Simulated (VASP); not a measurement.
# MgI2 (P-3m1) in VASP: notebook, part 2 of 2

VASP 6.6.1. Earlier steps stand in the parts before.

### Step 4. Single point, PBE

Input file INCAR:

```
SYSTEM = MgI2
ALGO = Normal
EDIFF = 1E-7
ENCUT = 520
GGA = PE
ISIF = 2
ISMEAR = 0
LASPH = .TRUE.
LCHARG = .FALSE.
LREAL = .FALSE.
LWAVE = .FALSE.
NBANDS = 15
NELM = 80
PREC = Accurate
SIGMA = 0.05
```

Input file KPOINTS:

```
k-points
0
G
  6 6 4
  0 0 0
```

Input file POSCAR:

```
MgI2
1.0
    4.0918639477      0.0000000000      0.0000000000
   -2.0459319739      3.5436581276      0.0000000000
    0.0000000000      0.0000000000      7.5975677033
Mg I
1 2
Direct
    0.0000000000      0.0000000000      0.0000000000
    0.3333333333      0.6666666667      0.7705052557
    0.6666666667      0.3333333333      0.2294947443
```

Potentials or basis: VASP PAW PBE potentials, release 64 (Mg, I).

The run is started by

```bash
$ cat potpaw_PBE.64/Mg/POTCAR potpaw_PBE.64/I/POTCAR > POTCAR
$ mpirun -np 1 vasp_std > vasp.out
```

OUTCAR:

```text
SYSTEM = MgI2
   EDIFF = 1E-7
   ENCUT = 520
   GGA = PE
   ISIF = 2
   ISMEAR = 0
   LASPH = .TRUE.
   LREAL = .FALSE.
   NELM = 80
   PREC = Accurate

 ion  position               nearest neighbor table
   1  0.000  0.000  0.000-   2 2.94   3 2.94   3 2.94   2 2.94   3 2.94   2 2.94
   2  0.333  0.667  0.771-   1 2.94   1 2.94   1 2.94
   3  0.667  0.333  0.229-   1 2.94   1 2.94   1 2.94

  LATTYP: Found a hexagonal cell.
 ALAT       =     4.0918639477
 C/A-ratio  =     1.8567498334

  Lattice vectors:

 A1 = (   4.0918639477,   0.0000000000,   0.0000000000)
 A2 = (  -2.0459319739,   3.5436581276,   0.0000000000)
 A3 = (   0.0000000000,   0.0000000000,   7.5975677033)

Analysis of symmetry for initial positions (statically):
[... 33 lines left out ...]
                                     Primitive cell

  volume of cell :     110.1660

  direct lattice vectors                    reciprocal lattice vectors
     4.091863948  0.000000000  0.000000000     0.244387402  0.141097132  0.000000000
    -2.045931974  3.543658128  0.000000000     0.000000000  0.282194265  0.000000000
     0.000000000  0.000000000  7.597567703     0.000000000  0.000000000  0.131621071

  length of vectors
     4.091863948  4.091863948  7.597567703     0.282194265  0.282194265  0.131621071

  position of ions in fractional coordinates (direct lattice)
     0.000000000  0.000000000  0.000000000
     0.333333333  0.666666667  0.770505256
     0.666666667  0.333333333  0.229494744

  ion indices of the primitive-cell ions
   primitive index   ion index
                 1           1
                 2           2
                 3           3

----------------------------------------------------------------------------------------

 KPOINTS: k-points

Automatic generation of k-mesh.
 Grid dimensions read from file:
 generate k-points for:    6    6    4

 Generating k-lattice:

  Cartesian coordinates                     Fractional coordinates (reciprocal lattice)
     0.040731234  0.023516189  0.000000000     0.166666667  0.000000000  0.000000000
     0.000000000  0.047032377  0.000000000     0.000000000  0.166666667  0.000000000
     0.000000000  0.000000000  0.032905268     0.000000000  0.000000000  0.250000000

  Length of vectors
     0.047032377  0.047032377  0.032905268

  Shift w.r.t. Gamma in fractional coordinates (k-lattice)
[... 8 lines left out ...]
            Coordinates               Weight
  0.000000  0.000000  0.000000      1.000000
  0.166667 -0.000000  0.000000      6.000000
  0.333333 -0.000000  0.000000      6.000000
  0.500000  0.000000  0.000000      3.000000
  0.166667  0.166667  0.000000      6.000000
  0.333333  0.166667  0.000000     12.000000
[... 16 lines left out ...]
  0.333333  0.166667  0.500000     12.000000
  0.333333  0.333333  0.500000      2.000000
   k-points           NKPTS =     24   k-points in BZ     NKDIM =     24   number of bands    NBANDS=     15
   number of dos      NEDOS =    301   number of ions     NIONS =      3
   total plane-waves  NPLWV =  54000
   dimension x,y,z NGX =    30 NGY =   30 NGZ =   60
   dimension x,y,z NGXF=    60 NGYF=   60 NGZF=  120
   ions per type =               1   2
   NGX,Y,Z   is equivalent  to a cutoff of  12.19, 12.19, 13.13 a.u.
   NGXF,Y,Z  is equivalent  to a cutoff of  24.38, 24.38, 26.26 a.u.
 SYSTEM =  MgI2
   PREC   = accura    normal or accurate (medium, high low for compatibility)
   ISTART =      0    job   : 0-new  1-cont  2-samecut
   ICHARG =      2    charge: 1-file 2-atom 10-const
   ISPIN  =      1    spin polarized calculation?
   LNONCOLLINEAR =      F non collinear calculations
   LSORBIT =      F    spin-orbit coupling
   LASPH  =      T    aspherical Exc in radial PAW
   ENCUT  =  520.0 eV  38.22 Ry    6.18 a.u.   7.61  7.61 14.13*2*pi/ulx,y,z
   NELM   =     80;   NELMIN=  2; NELMDL= -5     # of ELM steps
   EDIFF  = 0.1E-06   stopping-criterion for ELM
   LREAL  =      F    real-space projection
   EDIFFG = 0.1E-05   stopping-criterion for IOM
   NSW    =      0    number of steps for IOM
   IBRION =     -1    ionic relax: 0-MD 1-quasi-New 2-CG
[... 14 lines left out ...]
     AMIX     =   0.40;   BMIX     =  1.00
     AMIX_MAG =   1.60;   BMIX_MAG =  1.00
  volume/ion in A,a.u.               =      36.72       247.81
  Fermi-wavevector in a.u.,A,eV,Ry     =   0.860529  1.626164 10.075258  0.740511
  Thomas-Fermi vector in A             =   1.978047
   LORBIT       =      0    0 simple, 1 ext, 2 COOP (PROOUT), +10 PAW based schemes
   GGA     = PE    functional components
[... 6 lines left out ...]
 Gauss-broadening in eV      SIGMA  =   0.05
  energy-cutoff  :      520.00
  volume of cell :      110.17
 maximum number of plane-waves:      2992
   NGX = 15   NGY = 15   NGZ = 29

 number of electron      15.9999997 magnetization

 Free energy of the ion-electron system (eV)
  ---------------------------------------------------
  ext. energy  EPLUGINS =         0.00000000
  ---------------------------------------------------
  free energy    TOTEN  =        -7.70308210 eV

  energy without entropy =       -7.70308210  energy(sigma->0) =       -7.70308210

 E-fermi :   2.0367     XC(G=0):  -7.8420

 val. band max:        1.7679263552   @ k =   0.0000   0.0000   0.0000
 cond. band min:       5.1878986017   @ k =   0.5000   0.0000   0.5000
 fundamental gap:      3.4199722466
 Fermi energy:         2.0366760253

 k-point     1 :       0.0000    0.0000    0.0000
  band No.  band energies     occupation
      1     -10.2766      2.00000
      2      -9.7613      2.00000
      3      -1.7101      2.00000
      4       1.2011      2.00000
      5       1.5026      2.00000
      6       1.5026      2.00000
      7       1.7679      2.00000
      8       1.7679      2.00000
      9       5.3980      0.00000
     10       6.7269      0.00000
     11       8.5957      0.00000
     12       8.5957      0.00000
     13       8.5991      0.00000
     14       9.9495      0.00000
     15       9.9495      0.00000

 k-point     2 :       0.1667   -0.0000    0.0000
  band No.  band energies     occupation
      1     -10.1323      2.00000
      2      -9.6678      2.00000
      3      -1.5310      2.00000
      4       0.4445      2.00000
      5       0.8607      2.00000
      6       1.2006      2.00000
      7       1.2118      2.00000
      8       1.6630      2.00000
      9       6.1974      0.00000
     10       7.2065      0.00000
     11       8.0173      0.00000
     12       8.7909      0.00000
     13       8.9527      0.00000
     14       9.8252      0.00000
     15      10.1951      0.00000

 k-point     3 :       0.3333   -0.0000    0.0000
  band No.  band energies     occupation
      1      -9.7938      2.00000
      2      -9.4844      2.00000
      3      -1.4278      2.00000
      4      -0.8399      2.00000
      5      -0.1572      2.00000
      6       0.7591      2.00000
      7       1.0657      2.00000
      8       1.3906      2.00000
      9       5.7960      0.00000
     10       7.0694      0.00000
     11       7.5448      0.00000
     12       8.7775      0.00000
     13       8.9702      0.00000
     14       9.7451      0.00000
     15      10.9647      0.00000
[... 343 lines left out ...]
 k-point    23 :       0.3333    0.1667    0.5000
  band No.  band energies     occupation
      1      -9.5601      2.00000
      2      -9.4329      2.00000
      3      -1.6254      2.00000
      4      -1.1149      2.00000
      5      -0.0962      2.00000
      6       0.2053      2.00000
      7       0.8004      2.00000
      8       0.9933      2.00000
      9       5.8582      0.00000
     10       7.1502      0.00000
     11       7.8122      0.00000
     12       8.6117      0.00000
     13       8.7221      0.00000
     14       9.9935      0.00000
     15      11.0981      0.00000

 k-point    24 :       0.3333    0.3333    0.5000
  band No.  band energies     occupation
      1      -9.4213      2.00000
      2      -9.4213      2.00000
      3      -1.4051      2.00000
      4      -0.8651      2.00000
      5      -0.8651      2.00000
      6      -0.4427      2.00000
      7       0.9042      2.00000
      8       0.9042      2.00000
      9       6.1499      0.00000
     10       7.3427      0.00000
     11       7.3427      0.00000
     12       8.9174      0.00000
     13      10.3240      0.00000
     14      10.4131      0.00000
     15      10.6704      0.00000

------------------------ aborting loop because EDIFF is reached ----------------------------------------

  FORCE on cell =-STRESS in cart. coord.  units (eV):
  Direction    XX          YY          ZZ          XY          YZ          ZX
  --------------------------------------------------------------------------------------
  -------------------------------------------------------------------------------------
  Total        0.8188887      0.8188887     -0.4836596     -0.0000000      0.0000000     -0.0000000
  in kB       11.9093448     11.9093448     -7.0340074     -0.0000000      0.0000000     -0.0000000
  external PRESSURE =       5.5948941 kB  Pullay stress =       0.0000000 kB

 VOLUME and BASIS-vectors are now :
 -----------------------------------------------------------------------------
  energy-cutoff  :      520.00
  volume of cell :      110.17
      direct lattice vectors                 reciprocal lattice vectors
     4.091863948  0.000000000  0.000000000     0.244387402  0.141097132  0.000000000
    -2.045931974  3.543658128  0.000000000     0.000000000  0.282194265  0.000000000
     0.000000000  0.000000000  7.597567703     0.000000000  0.000000000  0.131621071

 POSITION                                       TOTAL-FORCE (eV/Angst)
 -----------------------------------------------------------------------------------
      0.00000      0.00000      0.00000         0.000000      0.000000      0.000000
     -0.00000      2.36244      5.85397         0.000000      0.000000      0.176806
      2.04593      1.18122      1.74360        -0.000000     -0.000000     -0.176806
 -----------------------------------------------------------------------------------
    total drift:                                0.000000     -0.000000      0.000000

  FREE ENERGIE OF THE ION-ELECTRON SYSTEM (eV)
  ---------------------------------------------------
  free  energy   TOTEN  =        -7.7030821038 eV

  energy  without entropy=       -7.7030821038  energy(sigma->0) =       -7.70308210
```

stdout:

```text
POSCAR found type information on POSCAR MgI
 POSCAR found :  2 types and       3 ions
 scaLAPACK will be used
 LDA part: xc-table for (Slater+PW92), standard interpolation
 POSCAR, INCAR and KPOINTS ok, starting setup
 FFT: planning ... GRIDC
 FFT: planning ... GRID_SOFT
 FFT: planning ... GRID
 WAVECAR not read
 entering main loop
```

Run time: 17 s. Hardware: 1 thread of Intel Xeon 6975P-C (Granite Rapids), shared host; peak memory 0.23 GiB.

What came out:

| Quantity | Value |
| --- | --- |
| Free energy | -7.7031 eV |
| Pressure | 0.6 GPa |
| Largest force | 0.177 eV/Å |
| Band gap on the k mesh | 3.42 eV, indirect (least direct gap 3.63 eV) |

Forces in eV/Å, atoms in the order of the input:
```
Mg   0.000  0.000  0.000
I    0.000  0.000  0.177
I    0.000  0.000 -0.177
```

Caveat: spin-orbit coupling is left out, which moves the levels of the heavy elements; this functional lacks dispersion, which binds the layers, so the pressure and a relaxed spacing across them are unreliable.

### Step 5. Single point, PBE

Input file INCAR:

```
PREC = Accurate ; ENCUT = 520
EDIFF = 1E-7 ; ISMEAR = 0
SIGMA = 0.05 ; LREAL = F
LASPH = T ; NELM = 60
ALGO = Normal ; ISIF = 2
LWAVE = F ; LCHARG = F
GGA = PE ; NBANDS = 15
```

Input file KPOINTS:

```
regular mesh
0
Gamma
  6 6 4
```

Input file POSCAR:

```
MgI2
1.0
    4.0918639477      0.0000000000      0.0000000000
   -2.0459319739      3.5436581276      0.0000000000
    0.0000000000      0.0000000000      7.5975677033
Mg I
1 2
Direct
    0.0000000000      0.0000000000      0.0000000000
    0.3333333333      0.6666666667      0.7858667836
    0.6666666667      0.3333333333      0.2141332164
```

The run is started by

```bash
$ cat potpaw_PBE.64/Mg/POTCAR potpaw_PBE.64/I/POTCAR > POTCAR
$ mpirun -np 1 vasp_std > vasp.out
```

Wall time 20 s (1 thread of Intel Xeon 6975P-C (Granite Rapids), shared host); peak memory 0.24 GiB.

It converged, with:

* Free energy: -7.6737 eV
* Pressure: 2.4 GPa
* Largest force: 0.449 eV/Å
* Band gap on the k mesh: 3.68 eV, indirect (least direct gap 4.01 eV)

Forces in eV/Å, atoms in the order of the input:
```
Mg   0.000  0.000  0.000
I    0.000  0.000 -0.449
I    0.000  0.000  0.449
```

Stress tensor (GPa, compression positive):
```
2.49 0.00 0.00
0.00 2.49 0.00
0.00 0.00 2.20
```

Levels at points of the mesh, in eV from the valence-band top:
| k point | band 5 | band 6 | band 7 | band 8 | band 9 | band 10 | band 11 | band 12 |
| --- | --- | --- | --- | --- | --- | --- | --- | --- |
| (0.00, 0.00, 0.00) | -0.35 | -0.34 | 0.00 | 0.00 | 4.01 | 4.94 | 6.78 | 6.78 |
| (0.50, 0.00, 0.00) | -1.60 | -1.32 | -0.78 | -0.47 | 3.72 | 5.47 | 5.66 | 7.40 |
| (0.00, 0.00, 0.50) | -0.33 | -0.33 | -0.02 | -0.02 | 4.74 | 4.97 | 6.72 | 6.72 |
| (0.50, 0.00, 0.50) | -1.33 | -1.28 | -0.76 | -0.52 | 3.68 | 5.44 | 5.57 | 6.24 |

Caveat: spin-orbit coupling is left out, which moves the levels of the heavy elements; this functional lacks dispersion, which binds the layers, so the pressure and a relaxed spacing across them are unreliable.
